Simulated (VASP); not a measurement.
Input of a VASP 6.6.1 run:

INCAR

```
PREC = Accurate ; ENCUT = 520
EDIFF = 1E-6 ; ISMEAR = -1
SIGMA = 0.02 ; LREAL = False
LASPH = True ; NELM = 100
ALGO = Normal ; ISIF = 2
LWAVE = False ; LCHARG = False
GGA = PS ; NBANDS = 60
```

File KPOINTS:

```
regular mesh
0
Gamma
  4 4 6
```

POSCAR

```
Ba3CaF8
1.0
    4.1970687843     -5.9900430950      0.0000000000
    4.1970687843      5.9900430950      0.0000000000
    0.0000000000      0.0000000000      4.2383160288
Ba F Ca
3 8 1
Direct
    0.0000000000      0.5000000000      0.0000000000
    0.0000000000      0.0000000000      0.5000000000
    0.5000000000      0.0000000000      0.0000000000
    0.3871736704      0.1503066577      0.5000000000
    0.1503066577      0.3871736704      0.5000000000
    0.8751490666      0.1248509334      0.0000000000
    0.6132782744      0.3867217256      0.0000000000
    0.3867217256      0.6132782744      0.0000000000
    0.1248509334      0.8751490666      0.0000000000
    0.8496933423      0.6128263296      0.5000000000
    0.6128263296      0.8496933423      0.5000000000
    0.5000000000      0.5000000000      0.5000000000
```

Potentials or basis: VASP PAW PBE potentials, release 64 (Ba_sv, F, Ca_sv).

Command:

```console
$ cat potpaw_PBE.64/Ba_sv/POTCAR potpaw_PBE.64/F/POTCAR potpaw_PBE.64/Ca_sv/POTCAR > POTCAR
$ mpirun -np 1 vasp_std > vasp.out
```

(1) What does it give for the band gap on the k mesh?

(2) Predict the largest force.

(3) Predict the pressure.

## Answers

(1) 6.16 eV (least direct gap 6.18 eV).

(2) 0.075 eV/Å.

(3) 1.1 GPa.

Caveat: the PAW data sets were made with another functional, which shifts forces and pressure a little; spin-orbit coupling is left out, which moves the levels of the heavy elements.
